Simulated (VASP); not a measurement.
A run of VASP 6.6.1 is set up as follows.

POSCAR

```
SnSe
1.0
    4.9711821765      0.0000000000      0.0000000000
   -2.4855910882      4.3051700517      0.0000000000
    0.0000000000      0.0000000000      6.0476470000
Sn Se
2 2
Direct
    0.3333333333      0.6666666667     -0.0391356265
    0.6666666667      0.3333333333      0.4608643735
    0.3333333333      0.6666666667      0.4141356265
    0.6666666667      0.3333333333      0.9141356265
```

The input INCAR.step1:

```
PREC = Accurate
ENCUT = 520
ISMEAR = 0
SIGMA = 0.01
LREAL = False
LASPH = True
NELM = 100
NBANDS = 28
GGA = PE
ALGO = Normal
EDIFF = 1E-4
LWAVE = True
LCHARG = False
```

INCAR.step2

```
PREC = Accurate
ENCUT = 520
EDIFF = 1E-7
ISMEAR = 0
SIGMA = 0.01
LREAL = False
LASPH = True
NELM = 100
ALGO = Normal
ISIF = 2
LWAVE = False
LCHARG = False
METAGGA = R2SCAN
LMIXTAU = True
NBANDS = 28
ISTART = 1
```

File KPOINTS:

```
Automatic mesh
0
Gamma
  6 6 4
```

Potentials or basis: VASP PAW PBE potentials, release 64 (Sn_d, Se).

Run with:

```sh
$ cat potpaw_PBE.64/Sn_d/POTCAR potpaw_PBE.64/Se/POTCAR > POTCAR
$ cp INCAR.step1 INCAR
$ mpirun -np 1 vasp_std > vasp.out
$ cp INCAR.step2 INCAR
$ mpirun -np 1 vasp_std > vasp.out
```

(1) Estimate the band gap on the k mesh.

(2) Estimate the pressure.

(3) Estimate the largest force.

Answers

(1) 0.77 eV (least direct gap 0.90 eV).

(2) 2.7 GPa.

(3) 0.177 eV/Å.

Caveat: the PAW data sets were made with another functional, which shifts forces and pressure a little; spin-orbit coupling is left out, which moves the levels of the heavy elements.
